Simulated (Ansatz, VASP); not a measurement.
**Two plane-wave programs on SnSe2**

```
Sn Se
1.0
     3.58629    0.00000    0.00000
    -1.79314    3.10582    0.00000
     0.00000    0.00000    6.93017
Sn Se
1 2
Direct
  0.00000 0.00000 0.00000
  0.33333 0.66667 0.25000
  0.66667 0.33333 0.75000
```

Alike in both runs: task single point; functional PBEsol; dispersion D3(BJ); k mesh 12 × 12 × 6; occupations gaussian, width 0.05 eV; no spin polarisation.

|  | VASP | Ansatz |
| --- | --- | --- |
| version | VASP 6.6.1 | Ansatz 0.2.0 |
| potentials or method | VASP PAW PBE potentials, release 64 (Sn_d, Se), cutoff 520 eV | scalar-relativistic, plane waves, PAW |
| valence electrons in the cell | 26 | 46 |

Ansatz gave:

```
gap on the k mesh at the Fermi level (eV)                     : none
pressure (GPa)                                                : 0.6
traceless stress, the component that is largest in VASP (GPa) : -8.25
rms of the force components (eV/Å)                            : 0.307
```

**Question.** What did VASP give for the same quantities?

**Answer.** gap on the k mesh at the Fermi level (eV): none; pressure (GPa): 0.8; traceless stress, the component that is largest in VASP (GPa): -8.21; rms of the force components (eV/Å): 0.296.

VASP's potentials were made for PBE, not for PBEsol. Atom by atom the forces differ by 0.011 eV/Å (rms over components). A gap of «none» marks a metal or a gap that the smearing closes. VASP's potentials hold 26 valence electrons a cell and Ansatz's 46, so a difference there can come from the potentials and not from the codes.
